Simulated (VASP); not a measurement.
# Al (Fm-3m) in VASP: further runs

Al is run at these levels: PBE; tasks: single point.

All numbers are computed with VASP 6.6.1; they aren't measurements. Logs are shortened: lines on timing, memory, paths and dates and some standing lists are left out, and cuts for length are marked.

### Step 1. The cell of the first run

It takes space group Fm-3m (No. 225, cubic). Conventional cell: a = 4.103 Å, b = 4.103 Å, c = 4.103 Å, α = 90.00°, β = 90.00°, γ = 90.00°. Within 3.8 Å of Al (site symmetry m-3m) lie 12 Al at 2.90 Å.

### Step 2. Single point, PBE

INCAR reads:

```
PREC = Accurate
ENCUT = 520
EDIFF = 1E-6
ISMEAR = -1
SIGMA = 0.1
LREAL = False
LASPH = True
NELM = 60
ALGO = Normal
ISIF = 2
LWAVE = False
LCHARG = True
GGA = PE
LELF = True
LVHAR = True
NBANDS = 8
```

KPOINTS reads:

```
regular mesh
0
Gamma
  10 10 10
```

POSCAR reads:

```
Al
1.0
    0.0000000000      2.0514502267      2.0514502267
    2.0514502267      0.0000000000      2.0514502267
    2.0514502267      2.0514502267      0.0000000000
Al
1
Direct
    0.0000000000      0.0000000000      0.0000000000
```

Potentials or basis: VASP PAW PBE potentials, release 64 (Al).

Run with:

```console
cat potpaw_PBE.64/Al/POTCAR > POTCAR
mpirun -np 1 vasp_std > vasp.out
```

OUTCAR:

```text
PREC = Accurate
   ENCUT = 520
   EDIFF = 1E-6
   ISMEAR = -1
   LREAL = False
   LASPH = True
   NELM = 60
   ISIF = 2
   GGA = PE

 ion  position               nearest neighbor table
   1  0.000  0.000  0.000-

  LATTYP: Found a face centered cubic cell.
 ALAT       =     4.1029004534

  Lattice vectors:

 A1 = (   0.0000000000,   2.0514502267,   2.0514502267)
 A2 = (   2.0514502267,   0.0000000000,   2.0514502267)
 A3 = (   2.0514502267,   2.0514502267,   0.0000000000)

Analysis of symmetry for initial positions (statically):
=====================================================================
 Subroutine PRICEL returns:
 Original cell was already a primitive cell.

 Routine SETGRP: Setting up the symmetry group for a
 face centered cubic supercell.

 Subroutine GETGRP returns: Found 48 space group operations
 (whereof 48 operations were pure point group operations)
 out of a pool of 48 trial point group operations.

The static configuration has the point symmetry O_h .

Analysis of symmetry for dynamics (positions and initial velocities):
=====================================================================
 Subroutine PRICEL returns:
 Original cell was already a primitive cell.

 Routine SETGRP: Setting up the symmetry group for a
 face centered cubic supercell.

 Subroutine GETGRP returns: Found 48 space group operations
 (whereof 48 operations were pure point group operations)
 out of a pool of 48 trial point group operations.

The dynamic configuration has the point symmetry O_h .

 Subroutine INISYM returns: Found 48 space group operations
 (whereof 48 operations are pure point group operations),
 and found     1 'primitive' translations

----------------------------------------------------------------------------------------

                                     Primitive cell

  volume of cell :      17.2668

  direct lattice vectors                    reciprocal lattice vectors
     0.000000000  2.051450227  2.051450227    -0.243730018  0.243730018  0.243730018
     2.051450227  0.000000000  2.051450227     0.243730018 -0.243730018  0.243730018
     2.051450227  2.051450227  0.000000000     0.243730018  0.243730018 -0.243730018

  length of vectors
     2.901188733  2.901188733  2.901188733     0.422152774  0.422152774  0.422152774

  position of ions in fractional coordinates (direct lattice)
     0.000000000  0.000000000  0.000000000

  ion indices of the primitive-cell ions
   primitive index   ion index
[... 69 lines left out ...]
   LSORBIT =      F    spin-orbit coupling
   LASPH  =      T    aspherical Exc in radial PAW
   ENCUT  =  520.0 eV  38.22 Ry    6.18 a.u.   5.39  5.39  5.39*2*pi/ulx,y,z
   NELM   =     60;   NELMIN=  2; NELMDL= -5     # of ELM steps
   EDIFF  = 0.1E-05   stopping-criterion for ELM
   LREAL  =      F    real-space projection
   EDIFFG = 0.1E-04   stopping-criterion for IOM
   NSW    =      0    number of steps for IOM
   IBRION =     -1    ionic relax: 0-MD 1-quasi-New 2-CG
   NFREE  =      0    steps in history (QN), initial steepest desc. (CG)
   ISIF   =      2    stress and relaxation
   ISYM   =      2    0-nonsym 1-usesym 2-fastsym
   POTIM  = 0.5000    time-step for ionic-motion
   TEBEG  =    0.0;   TEEND  =   0.0 temperature during run
   PSTRESS=    0.0 pullay stress
   NELECT =       3.0000    total number of electrons
   NUPDOWN=      -1.0000    fix difference up-down
   EMIN   =  10.00;   EMAX   =-10.00  energy-range for DOS
   EFERMI =   0.00;   METHOD = LEGACY
   ISMEAR =    -1;   SIGMA  =   0.10  broadening in eV -4-tet -1-fermi 0-gaus
   EFERMI_NEDOS =   21; number of points for ismear=-14 and -15
   IALGO  =     38    algorithm
   IMIX   =      4    mixing-type and parameters
     AMIX     =   0.40;   BMIX     =  1.00
     AMIX_MAG =   1.60;   BMIX_MAG =  1.00
  volume/ion in A,a.u.               =      17.27       116.52
  Fermi-wavevector in a.u.,A,eV,Ry     =   0.913505  1.726274 11.353945  0.834491
  Thomas-Fermi vector in A             =   2.038024
   LORBIT       =      0    0 simple, 1 ext, 2 COOP (PROOUT), +10 PAW based schemes
   GGA     = PE    functional components
   LHFCALC =     F    Hartree Fock is set to
   AEXX    =    0.0000 exact exchange contribution
   IVDW    =     0    specifies the selected vdW correction
   LEPSILON=     F    determine dielectric tensor
   LRPA    =     F    only Hartree local field effects (RPA)
 non-spin polarized calculation
  energy-cutoff  :      520.00
  volume of cell :       17.27
 maximum number of plane-waves:       483
 NGX is ok and might be reduce to    24
   NGX = 11   NGY = 11   NGZ = 11

 number of electron       3.0000000 magnetization

 Free energy of the ion-electron system (eV)
  ---------------------------------------------------
  ext. energy  EPLUGINS =         0.00000000
  ---------------------------------------------------
  free energy    TOTEN  =        -3.73040407 eV

  energy without entropy =       -3.70970734  energy(sigma->0) =       -3.72005571

 E-fermi :   7.6537     XC(G=0): -10.0339

 val. band max:        7.6381853147   @ k =  -0.3000   0.5000   0.2000
 cond. band min:       7.6642743027   @ k =  -0.3000   0.4000   0.1000
 fundamental gap:      0.0260889880
 Fermi energy:         7.6536618712

 k-point     1 :       0.0000    0.0000    0.0000
  band No.  band energies     occupation
      1      -3.2907      2.00000
      2      19.9037      0.00000
      3      19.9037      0.00000
      4      19.9037      0.00000
      5      21.0586      0.00000
      6      21.0586      0.00000
      7      21.0586      0.00000
      8      23.6733      0.00000
[... 243 lines left out ...]
 k-point    24 :       0.4000    0.3000    0.0000
  band No.  band energies     occupation
      1       1.1255      2.00000
      2      10.9249      0.00000
      3      11.2773      0.00000
      4      13.7502      0.00000
      5      15.0832      0.00000
      6      18.4328      0.00000
      7      28.5544      0.00000
      8      30.6645      0.00000

 [... further k-points ...]
[... 5 lines left out ...]
  --------------------------------------------------------------------------------------
  -------------------------------------------------------------------------------------
  Total       -0.3270040     -0.3270040     -0.3270040     -0.0000000      0.0000000     -0.0000000
  in kB      -30.3424516    -30.3424516    -30.3424516     -0.0000000      0.0000000     -0.0000000
  external PRESSURE =     -30.3424516 kB  Pullay stress =       0.0000000 kB

 VOLUME and BASIS-vectors are now :
 -----------------------------------------------------------------------------
  energy-cutoff  :      520.00
  volume of cell :       17.27
      direct lattice vectors                 reciprocal lattice vectors
     0.000000000  2.051450227  2.051450227    -0.243730018  0.243730018  0.243730018
     2.051450227  0.000000000  2.051450227     0.243730018 -0.243730018  0.243730018
     2.051450227  2.051450227  0.000000000     0.243730018  0.243730018 -0.243730018

 POSITION                                       TOTAL-FORCE (eV/Angst)
 -----------------------------------------------------------------------------------
      0.00000      0.00000      0.00000         0.000000      0.000000     -0.000000
 -----------------------------------------------------------------------------------
    total drift:                               -0.000000     -0.000000     -0.000000

  FREE ENERGIE OF THE ION-ELECTRON SYSTEM (eV)
  ---------------------------------------------------
  free  energy   TOTEN  =        -3.7304040708 eV

  energy  without entropy=       -3.7097073430  energy(sigma->0) =       -3.72005571
```

stdout:

```text
POSCAR found type information on POSCAR Al
 POSCAR found :  1 types and       1 ions
 scaLAPACK will be used
 LDA part: xc-table for (Slater+PW92), standard interpolation
 POSCAR, INCAR and KPOINTS ok, starting setup
 FFT: planning ... GRIDC
 FFT: planning ... GRID_SOFT
 FFT: planning ... GRID
 WAVECAR not read
 entering main loop
```

Run time: 3.2 s. Hardware: 1 thread of Intel Xeon Platinum 8559C (Emerald Rapids), shared host; peak memory 0.12 GiB.

What came out:

```yaml
Free_energy: -3.7304 eV
Pressure: -3.0 GPa
```

### Step 3. Single point, PBE

This run uses another cell than the first one, of 17.76 Å³/atom, 1.029 times its volume.

INCAR reads:

```
PREC = Accurate
ENCUT = 520
EDIFF = 1E-7
ISMEAR = -1
SIGMA = 0.1
LREAL = False
LASPH = True
NELM = 60
ALGO = Normal
ISIF = 2
LWAVE = False
LCHARG = False
GGA = PE
NBANDS = 8
```

KPOINTS is that of step 2.

POSCAR reads:

```
Al
1.0
    0.0000000000      2.0709890238      2.0709890238
    2.0709890238      0.0000000000      2.0709890238
    2.0709890238      2.0709890238      0.0000000000
Al
1
Direct
    0.0000000000      0.0000000000      0.0000000000
```

Potentials or basis: VASP PAW PBE potentials, release 64 (Al).

Run with:

```console
cat potpaw_PBE.64/Al/POTCAR > POTCAR
mpirun -np 1 vasp_std > vasp.out
```

Wall time 3.1 s (1 thread of Intel Xeon Platinum 8559C (Emerald Rapids), shared host); peak memory 0.13 GiB.

Results (log left out):

| Quantity | Value |
| --- | --- |
| Free energy | -3.7185 eV |
| Pressure | -4.6 GPa |

Levels at points of the mesh, in eV from the Fermi level:
```
           k point  band 1  band 2  band 3  band 4  band 5  band 6
(0.00, 0.00, 0.00)  -10.75   12.10   12.10   12.10   13.05   13.05
(0.50, 0.00, 0.00)   -4.42   -4.40   10.53   10.53   11.01   11.01
(0.50, 0.50, 0.00)   -2.87   -1.72    5.12    5.14    5.14    8.29
```
